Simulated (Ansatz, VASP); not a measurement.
## Two plane-wave programs on Te

```
Te
1.0
     3.88842    0.00000    0.00000
    -1.94421    3.36747    0.00000
     0.00000    0.00000    4.40328
Te
2
Direct
  0.33333 0.66667 0.25000
  0.66667 0.33333 0.75000
```

Alike in both runs: task single point; functional LDA; k mesh 11 × 11 × 8; occupations fermi-dirac, width 0.1 eV; no spin polarisation.

```csv
,VASP,Ansatz
version,VASP 6.6.1,Ansatz 0.2.0
potentials or method,"VASP PAW LDA potentials, release 64 (Te), cutoff 520 eV","plane waves (420 eV) with PAW, scalar-relativistic"
valence electrons in the cell,12,32
```

|  | VASP | Ansatz | Ansatz less VASP |
| --- | --- | --- | --- |
| pressure (GPa) | 0.0 | 0.0 | -0.07 |
| traceless stress, the component that is largest in VASP (GPa) | -0.42 | -0.50 | -0.080 |

Ansatz warns that its potentials were made for another functional, while VASP's fit it. LDA's correlation is that of Perdew and Zunger in VASP and of Perdew and Wang (1992) in Ansatz. VASP's potentials hold 12 valence electrons a cell and Ansatz's 32, so a difference there can come from the potentials and not from the codes.

Neither program's run includes spin-orbit coupling.
